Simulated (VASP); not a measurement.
A run of VASP 6.6.1:

Contents of INCAR:

```
SYSTEM = Co
ALGO     = Fast           ! electronic algorithm
EDIFF    = 1E-7           ! SCF threshold, eV
ENCUT    = 520            ! plane-wave cutoff, eV
GGA      = PE             ! functional
ISIF     = 2              ! what is computed and relaxed
ISMEAR   = 0              ! smearing method
ISPIN    = 2              ! spin polarisation
LASPH    = .TRUE.         ! aspherical terms in the spheres
LCHARG   = .FALSE.        ! write CHGCAR
LMAXMIX  = 4              ! l up to which the mixer works
LORBIT   = 11             ! projections on sites
LREAL    = .FALSE.        ! projectors in reciprocal space
LWAVE    = .FALSE.        ! write WAVECAR
MAGMOM   = 2 2            ! initial moments
NBANDS   = 20             ! bands
NELM     = 150            ! most SCF steps
PREC     = Accurate       ! precision mode
SIGMA    = 0.023          ! smearing width, eV
```

KPOINTS

```
k-points
0
G
  12 12 7
  0 0 0
```

The input POSCAR:

```
Co
1.0
    2.4719999032      0.0000000000      0.0000000000
   -1.2359999516      2.1408147143      0.0000000000
    0.0000000000      0.0000000000      4.0211440800
Co
2
Direct
    0.6666666667      0.3333333333      0.7500000000
    0.3333333333      0.6666666667      0.2500000000
```

Potentials or basis: VASP PAW PBE potentials, release 64 (Co).

Launch:

```console
$ cat potpaw_PBE.64/Co/POTCAR > POTCAR
$ mpirun -np 1 vasp_std > vasp.out
```

Hardware: 1 thread of Intel(R) Xeon(R) 6975P-C (Granite Rapids), with other jobs on the host.

How long does it take, and how much memory?

It took 29 s on 1 thread of Intel(R) Xeon(R) 6975P-C (Granite Rapids), on a shared host, peak memory 0.16 GiB. Counts: scf iterations 16, k points 76.
